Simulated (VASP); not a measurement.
# Ag: single point with PBE

Crystal: Ag.

```
Ag
1.0
    -1.52320    1.52320    1.65565
     1.52320   -1.52320    1.65565
     1.52320    1.52320   -1.65565
Ag
1
Direct
  0.00000 0.00000 0.00000
```

This cell differs from its parent crystal: strain -0.080 along x and y, +0.000 along z.

| Property | Result |
| --- | --- |
| Program | VASP 6.6.1 |
| Task | single point |
| Functional | PBE |
| Potentials or basis | VASP PAW PBE potentials, release 64 (Ag) |
| Cutoff | 520 eV |
| k mesh | 20 × 20 × 20 |
| Occupations | gaussian, width 0.15 eV |
| Spin | no spin polarisation |
| Dipole correction | no |
| Further INCAR settings | ALGO = Normal; EDIFF = 1e-06; NBANDS = 12 |

```json
{"Pressure": "21.5 GPa"}
```

Stress tensor (GPa, compression positive):
```
20.87  0.00  0.00
 0.00 20.87  0.00
 0.00  0.00 22.70
```

Levels at points of the mesh, in eV from the Fermi level:
```tsv
k point	band 4	band 5	band 6	band 7	band 8	band 9
(0.00, 0.00, 0.00)	-5.11	-4.13	-3.66	17.34	18.76	18.76
(0.50, 0.00, 0.00)	-3.60	-2.67	-0.56	4.51	14.09	16.16
(0.50, 0.50, 0.00)	-3.51	-2.57	-0.01	5.38	12.86	14.12
(0.50, 0.50, 0.50)	-2.86	-2.86	5.53	8.05	8.05	12.65
```

Wall time 31 s on 1 thread of Intel(R) Xeon(R) 6975P-C (Granite Rapids), with other jobs on the host, peak memory 0.21 GiB.

Caveat: the cell differs from its parent crystal (strain -0.080 along x and y, +0.000 along z).
